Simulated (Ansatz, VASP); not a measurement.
## One calculation of In, two programs

File INCAR:

```
  PREC = Accurate
  ENCUT = 600
  EDIFF = 1E-7
  ISMEAR = 0
  SIGMA = 0.1
  LREAL = False
  LASPH = True
  NELM = 60
  ALGO = Fast
  ISIF = 3
  LWAVE = False
  LCHARG = False
  GGA = PS
  IBRION = 2
  NSW = 100
  EDIFFG = -0.005
```

File KPOINTS:

```
Automatic mesh
0
Gamma
  18 18 18
```

POSCAR

```
In
1.0
   -1.6947072674      1.6947072674      2.2973723912
    1.6947072674     -1.6947072674      2.2973723912
    1.6947072674      1.6947072674     -2.2973723912
In
1
Direct
    0.0000000000      0.0000000000      0.0000000000
```

Input for Ansatz:

```yaml
crystal:
  lattice:
    - [-1.6947072674, 1.6947072674, 2.2973723912]
    - [1.6947072674, -1.6947072674, 2.2973723912]
    - [1.6947072674, 1.6947072674, -2.2973723912]
  atoms:
    - { symbol: In, position: [0.0, 0.0, 0.0] }
basis:
  ecutwfc: 420
kpoints:
  mp_grid: { grid: [18, 18, 18] }
hamiltonian:
  xc: pbesol
scf:
  occupations: { method: gaussian, width: 0.1 }
output:
  forces: true
  stress: true
  eigenvalues: true
relax:
  adjacent_minimum: "off"
  f_tol: 0.005
  max_steps: 80
  cell: { stress_tol: 0.05 }
```

Alike in both runs: task relaxation of cell and atoms; functional PBEsol; k mesh 18 × 18 × 18; occupations gaussian, width 0.1 eV; no spin polarisation.

|  | VASP | Ansatz |
| --- | --- | --- |
| version | VASP 6.6.1 | Ansatz 0.2.0 |
| potentials or method | VASP PAW PBE potentials, release 64 (In_d), cutoff 600 eV | scalar-relativistic, plane waves, PAW |
| valence electrons in the cell | 13 | 13 |

```csv
,VASP,Ansatz,Ansatz less VASP
"gap on the k mesh at the Fermi level, each at its own relaxed structure (eV)",none,none,-
relaxed volume (Å³/atom),25.61,25.59,-0.017
relaxed length of the cell vector where the two differ most in proportion (Å),3.306,3.308,+0.0014
```

VASP's potentials were made for PBE, not for PBEsol. A gap of «none» marks a metal or a gap that the smearing closes.
